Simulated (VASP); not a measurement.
# As (Pm-3m) in VASP: further runs

The runs below take As through single point, with r2SCAN-based global hybrid with 50 % exact exchange, HSE06.

All numbers are computed with VASP 6.6.1; they aren't measurements. Logs are shortened: lines on timing, memory, paths and dates and some standing lists are left out, and cuts for length are marked.

### 1 The cell of the first run

The structure is cubic, space group Pm-3m (No. 221). The conventional cell has a = 2.704 Å, b = 2.704 Å, c = 2.704 Å, α = 90.00°, β = 90.00°, γ = 90.00°. Within 3.6 Å of As (site symmetry m-3m) lie 6 As at 2.70 Å.

This isn't the form of As at room conditions, which is rhombohedral.

### 2 Single point, r2SCAN-based global hybrid with 50 % exact exchange

POSCAR

```
As
1.0
    2.7036817444      0.0000000000      0.0000000000
    0.0000000000      2.7036817444      0.0000000000
    0.0000000000      0.0000000000      2.7036817444
As
1
Direct
    0.5000000000      0.5000000000      0.5000000000
```

INCAR.step1

```
SYSTEM = As
PREC     = Accurate       ! precision mode
ENCUT    = 440            ! plane-wave cutoff, eV
EDIFF    = 1E-5           ! SCF threshold, eV
ISMEAR   = -1             ! smearing method
SIGMA    = 0.05           ! smearing width, eV
LREAL    = .FALSE.        ! projectors in reciprocal space
LASPH    = .TRUE.         ! aspherical terms in the spheres
NELM     = 120            ! most SCF steps
ALGO     = Normal         ! electronic algorithm
ISIF     = 2              ! what is computed and relaxed
LWAVE    = .TRUE.         ! write WAVECAR
LCHARG   = .FALSE.        ! write CHGCAR
NBANDS   = 14             ! bands
GGA      = PE             ! functional
GGA_COMPAT= .FALSE.
```

INCAR.step2

```
SYSTEM = As
PREC     = Accurate       ! precision mode
ENCUT    = 440            ! plane-wave cutoff, eV
EDIFF    = 1E-6           ! SCF threshold, eV
ISMEAR   = -1             ! smearing method
SIGMA    = 0.05           ! smearing width, eV
LREAL    = .FALSE.        ! projectors in reciprocal space
LASPH    = .TRUE.         ! aspherical terms in the spheres
NELM     = 120            ! most SCF steps
ALGO     = Normal         ! electronic algorithm
ISIF     = 2              ! what is computed and relaxed
LWAVE    = .FALSE.        ! write WAVECAR
LCHARG   = .FALSE.        ! write CHGCAR
METAGGA  = R2SCAN         ! meta-GGA
LHFCALC  = .TRUE.         ! exact exchange
AEXX     = 0.5            ! exact-exchange fraction
LMIXTAU  = .TRUE.       
PRECFOCK = Normal       
NBANDS   = 14             ! bands
ISTART   = 1            
GGA_COMPAT= .FALSE.
```

KPOINTS

```
Automatic mesh
0
G
  6 6 6
  0 0 0
```

Potentials or basis: VASP PAW PBE potentials, release 64 (As_d).

Started as:

```
> cat potpaw_PBE.64/As_d/POTCAR > POTCAR
> cp INCAR.step1 INCAR
> mpirun -np 1 vasp_std > vasp.out
> cp INCAR.step2 INCAR
> mpirun -np 1 vasp_std > vasp.out
```

OUTCAR:

```text
SYSTEM = As
   PREC = Accurate
   ENCUT = 440
   EDIFF = 1E-6
   ISMEAR = -1
   LREAL = .FALSE.
   LASPH = .TRUE.
   NELM = 120
   ISIF = 2
   METAGGA = R2SCAN
   LHFCALC = .TRUE.
   AEXX = 0.5
   PRECFOCK = Normal
   ISTART = 1

 ion  position               nearest neighbor table
   1  0.500  0.500  0.500-

  LATTYP: Found a simple cubic cell.
 ALAT       =     2.7036817444

  Lattice vectors:

 A1 = (   2.7036817444,   0.0000000000,   0.0000000000)
 A2 = (   0.0000000000,   2.7036817444,   0.0000000000)
 A3 = (   0.0000000000,   0.0000000000,   2.7036817444)

Analysis of symmetry for initial positions (statically):
=====================================================================
 Subroutine PRICEL returns:
 Original cell was already a primitive cell.

 Routine SETGRP: Setting up the symmetry group for a
 simple cubic supercell.

 Subroutine GETGRP returns: Found 48 space group operations
 (whereof 48 operations were pure point group operations)
 out of a pool of 48 trial point group operations.

The static configuration has the point symmetry O_h .

Analysis of symmetry for dynamics (positions and initial velocities):
=====================================================================
 Subroutine PRICEL returns:
 Original cell was already a primitive cell.

 Routine SETGRP: Setting up the symmetry group for a
 simple cubic supercell.

 Subroutine GETGRP returns: Found 48 space group operations
 (whereof 48 operations were pure point group operations)
 out of a pool of 48 trial point group operations.

The dynamic configuration has the point symmetry O_h .

 Subroutine INISYM returns: Found 48 space group operations
 (whereof 48 operations are pure point group operations),
 and found     1 'primitive' translations

----------------------------------------------------------------------------------------

                                     Primitive cell

  volume of cell :      19.7636

  direct lattice vectors                    reciprocal lattice vectors
     2.703681744  0.000000000  0.000000000     0.369866018  0.000000000  0.000000000
     0.000000000  2.703681744  0.000000000     0.000000000  0.369866018  0.000000000
     0.000000000  0.000000000  2.703681744     0.000000000  0.000000000  0.369866018

  length of vectors
     2.703681744  2.703681744  2.703681744     0.369866018  0.369866018  0.369866018

  position of ions in fractional coordinates (direct lattice)
[... 86 lines left out ...]
   EFERMI =   0.00;   METHOD = LEGACY
   ISMEAR =    -1;   SIGMA  =   0.05  broadening in eV -4-tet -1-fermi 0-gaus
   EFERMI_NEDOS =   21; number of points for ismear=-14 and -15
   IALGO  =     38    algorithm
   IMIX   =      1    mixing-type and parameters
     AMIX     =   0.40;   BMIX     =  1.00
     AMIX_MAG =   1.60;   BMIX_MAG =  1.00
  volume/ion in A,a.u.               =      19.76       133.37
  Fermi-wavevector in a.u.,A,eV,Ry     =   1.493309  2.821945 30.340608  2.229972
  Thomas-Fermi vector in A             =   2.605726
   LORBIT       =      0    0 simple, 1 ext, 2 COOP (PROOUT), +10 PAW based schemes
   METAGGA = R2SCAN    functional components
   LHFCALC =     T    Hartree Fock is set to
   PRECFOCK=normal    Normal, Fast or Accurate (Low or Medium for compatibility)
   ENCUT4O =  -1.0   cutoff for four orbital integrals eV
   NKREDX  =     1    reduce k-point grid by
   NKREDY  =     1    reduce k-point grid by
   NKREDZ  =     1    reduce k-point grid by
   AEXX    =    0.5000 exact exchange contribution
   HFSCREEN=    0.0000 screening length (either q_TF or 0.3 A-1)
   HFSCREENC=   0.0000 screening length for correlation (either q_TF or 0.3 A-1)
   ENCUTFOCK=  -1.0 apply spherical cutoff to Coloumb kernel
   IVDW    =     0    specifies the selected vdW correction
   LEPSILON=     F    determine dielectric tensor
   LRPA    =     F    only Hartree local field effects (RPA)
 non-spin polarized calculation
  energy-cutoff  :      440.00
  volume of cell :       19.76
 maximum number of plane-waves:       437
  NGX = 14; NGY = 14; NGZ = 14

 number of electron      15.0000026 magnetization

 Free energy of the ion-electron system (eV)
  ---------------------------------------------------
  ext. energy  EPLUGINS =         0.00000000
  ---------------------------------------------------
  free energy    TOTEN  =       -12.91962694 eV

  energy without entropy =      -12.91962690  energy(sigma->0) =      -12.91962692

 E-fermi :   4.4538     XC(G=0):  -6.7061

 val. band max:        3.6899133651   @ k =   0.1667   0.1667   0.0000
 cond. band min:       5.2191906744   @ k =   0.5000   0.3333   0.3333
 fundamental gap:      1.5292773093
 Fermi energy:         4.4537509182

 k-point     1 :       0.0000    0.0000    0.0000
  band No.  band energies     occupation
      1     -41.3318      2.00000
      2     -41.3318      2.00000
      3     -41.2091      2.00000
      4     -41.2091      2.00000
      5     -41.2090      2.00000
      6     -15.6854      2.00000
      7       9.9648      0.00000
      8       9.9648      0.00000
      9       9.9648      0.00000
     10      14.6005      0.00000
     11      14.6005      0.00000
     12      17.0716      0.00000
     13      34.7873      0.00000
     14      34.7956      0.00000
[... 309 lines left out ...]
      1     -41.2702      2.00000
      2     -41.2702      2.00000
      3     -41.2702      2.00000
      4     -41.1851      2.00000
      5     -41.1851      2.00000
      6      -2.3380      2.00000
      7       0.5936      2.00000
      8       0.5936      2.00000
      9       0.5936      2.00000
     10      11.7248      0.00000
     11      11.7248      0.00000
     12      11.7248      0.00000
     13      15.6720      0.00000
     14      45.8820      0.00000

------------------------ aborting loop because EDIFF is reached ----------------------------------------

  FORCE on cell =-STRESS in cart. coord.  units (eV):
  Direction    XX          YY          ZZ          XY          YZ          ZX
  --------------------------------------------------------------------------------------
  -------------------------------------------------------------------------------------
  Total       -0.5996992     -0.5996992     -0.5996992      0.0000000      0.0000000     -0.0000000
  in kB      -48.6157921    -48.6157921    -48.6157921      0.0000000      0.0000000     -0.0000000
  external PRESSURE =     -48.6157921 kB  Pullay stress =       0.0000000 kB

 VOLUME and BASIS-vectors are now :
 -----------------------------------------------------------------------------
  energy-cutoff  :      440.00
  volume of cell :       19.76
      direct lattice vectors                 reciprocal lattice vectors
     2.703681744  0.000000000  0.000000000     0.369866018  0.000000000  0.000000000
     0.000000000  2.703681744  0.000000000     0.000000000  0.369866018  0.000000000
     0.000000000  0.000000000  2.703681744     0.000000000  0.000000000  0.369866018

 POSITION                                       TOTAL-FORCE (eV/Angst)
 -----------------------------------------------------------------------------------
      1.35184      1.35184      1.35184         0.000000      0.000000      0.000000
 -----------------------------------------------------------------------------------
    total drift:                               -0.000000      0.000000     -0.000000

  FREE ENERGIE OF THE ION-ELECTRON SYSTEM (eV)
  ---------------------------------------------------
  free  energy   TOTEN  =       -12.9196269405 eV

  energy  without entropy=      -12.9196268982  energy(sigma->0) =      -12.91962692
```

OUTCAR.step1:

```text
SYSTEM = As
   PREC = Accurate
   ENCUT = 440
   EDIFF = 1E-5
   ISMEAR = -1
   LREAL = .FALSE.
[... 550 lines left out ...]
 -----------------------------------------------------------------------------------
      1.35184      1.35184      1.35184         0.000000      0.000000      0.000000
 -----------------------------------------------------------------------------------
    total drift:                                0.000000     -0.000000      0.000000

  FREE ENERGIE OF THE ION-ELECTRON SYSTEM (eV)
  ---------------------------------------------------
  free  energy   TOTEN  =        -4.5837294486 eV

  energy  without entropy=       -4.5785138439  energy(sigma->0) =       -4.58112165
```

OSZICAR.step1:

```text
N       E                     dE             d eps       ncg     rms          rms(c)
DAV:   1     0.648767659144E+02    0.64877E+02   -0.54665E+03   666   0.466E+03
DAV:   2     0.114727360451E+01   -0.63729E+02   -0.59703E+02   602   0.545E+02
DAV:   3    -0.447466361602E+01   -0.56219E+01   -0.55795E+01   602   0.758E+01
DAV:   4    -0.458143777929E+01   -0.10677E+00   -0.10676E+00   734   0.108E+01
DAV:   5    -0.458232969267E+01   -0.89191E-03   -0.89191E-03   632   0.117E+00    0.247E+00
DAV:   6    -0.458282095675E+01   -0.49126E-03   -0.11514E-03   752   0.420E-01    0.146E+00
DAV:   7    -0.458365023814E+01   -0.82928E-03   -0.27209E-03   656   0.513E-01    0.814E-02
DAV:   8    -0.458373163670E+01   -0.81399E-04   -0.14442E-04   656   0.247E-01    0.684E-03
DAV:   9    -0.458372944856E+01    0.21881E-05   -0.52393E-06   520   0.612E-02
   1 F= -.45837294E+01 E0= -.45811216E+01  d E =-.521560E-02
```

Run time: 5.8 min. Hardware: 1 thread of Intel Xeon Platinum 8488C (Sapphire Rapids), shared host; peak memory 0.12 GiB.

Results:

```
Free energy            : -12.9196 eV
Pressure               : -4.9 GPa
Band gap on the k mesh : zero (an odd number of electrons rules out a gap without spin polarisation)
```

Levels at points of the mesh, in eV from the Fermi level:
| k point | band 4 | band 5 | band 6 | band 7 | band 8 | band 9 | band 10 | band 11 |
| --- | --- | --- | --- | --- | --- | --- | --- | --- |
| (0.00, 0.00, 0.00) | -45.66 | -45.66 | -20.14 | 5.51 | 5.51 | 5.51 | 10.15 | 10.15 |
| (0.50, 0.00, 0.00) | -45.69 | -45.66 | -16.20 | -10.36 | 8.48 | 8.48 | 13.50 | 16.40 |
| (0.50, 0.50, 0.00) | -45.69 | -45.64 | -11.98 | -7.05 | -7.05 | 3.37 | 11.12 | 19.84 |
| (0.50, 0.50, 0.50) | -45.64 | -45.64 | -6.79 | -3.86 | -3.86 | -3.86 | 7.27 | 7.27 |

Caveat: the k points lie up to 0.39 Å⁻¹ apart, too coarse for converged energies and pressures of a metal; the PAW data sets were made with another functional, which shifts forces and pressure a little; an odd number of electrons without spin polarisation forces a metal; a magnetic or distorted state may lie lower.

(Part 1 of 2 ends here.)

The gap in the log of VASP goes by the Fermi energy; the results here count the filled bands.